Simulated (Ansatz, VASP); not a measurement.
**Si in VASP and in Ansatz**

```
CELL_PARAMETERS angstrom
0.00000 2.71547 2.71547
2.71547 0.00000 2.71547
2.71547 2.71547 0.00000
ATOMIC_POSITIONS crystal
Si 0.45857 0.54143 0.45857
Si 0.75000 0.75000 0.75000
```

Alike in both runs: task single point; functional r2SCAN; k mesh 10 × 10 × 10; occupations gaussian, width 0.05 eV; no spin polarisation.

```csv
,VASP,Ansatz
version,VASP 6.6.1,Ansatz 0.2.0
potentials or method,"VASP PAW PBE potentials, release 64 (Si), cutoff 520 eV","scalar-relativistic, plane waves, PAW"
valence electrons in the cell,8,8
```

```csv
,VASP,Ansatz,Ansatz less VASP
gap on the k mesh at the Fermi level (eV),none,none,-
pressure (GPa),2.2,2.5,+0.24
"traceless stress, the component that is largest in VASP (GPa)",-9.38,-9.48,-0.105
rms of the force components (eV/Å),1.689,1.695,+0.0058
```

VASP's potentials were made for PBE, not for r2SCAN. Atom by atom the forces differ by 0.006 eV/Å (rms over components). A gap of «none» marks a metal or a gap that the smearing closes.
